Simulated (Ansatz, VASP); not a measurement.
NiPt in VASP and in Ansatz

```
Ni Pt
1.0
     2.70994    0.00000    0.00000
     0.00000    2.70994    0.00000
     0.00000    0.00000    3.57832
Ni Pt
1 1
Direct
  0.50000 0.50000 0.50000
  0.00000 0.00000 0.00000
```

Alike in both runs: task single point; functional LDA; k mesh 11 × 11 × 8; occupations fermi-dirac, width 0.1 eV; collinear spin.

|  | VASP | Ansatz |
| --- | --- | --- |
| version | VASP 6.6.1 | Ansatz 0.2.0 |
| potentials or method | VASP PAW LDA potentials, release 64 (Ni, Pt) | PAW with Ansatz's default frozen-core files, scalar-relativistic |
| plane-wave cutoff (eV) | 520 | 420 |
| valence electrons in the cell | 20 | 36 |

```tsv
	VASP	Ansatz	Ansatz less VASP
pressure (GPa)	-12.4	-12.4	+0.02
traceless stress, the component that is largest in VASP (GPa)	0.59	0.91	+0.316
net moment per atom (μB)	0.16	0.31	+0.151
size of the moment on the site where the two differ most (μB)	0.22	0.44	+0.223
```

The net moments are unlike, so the other rows may belong to different states. LDA's correlation is that of Perdew and Zunger in VASP and of Perdew and Wang (1992) in Ansatz. Site moments also hang on the region over which each program counts them. VASP's potentials hold 20 valence electrons a cell and Ansatz's 36, so a difference there can come from the potentials and not from the codes.

Spin-orbit coupling is off throughout.
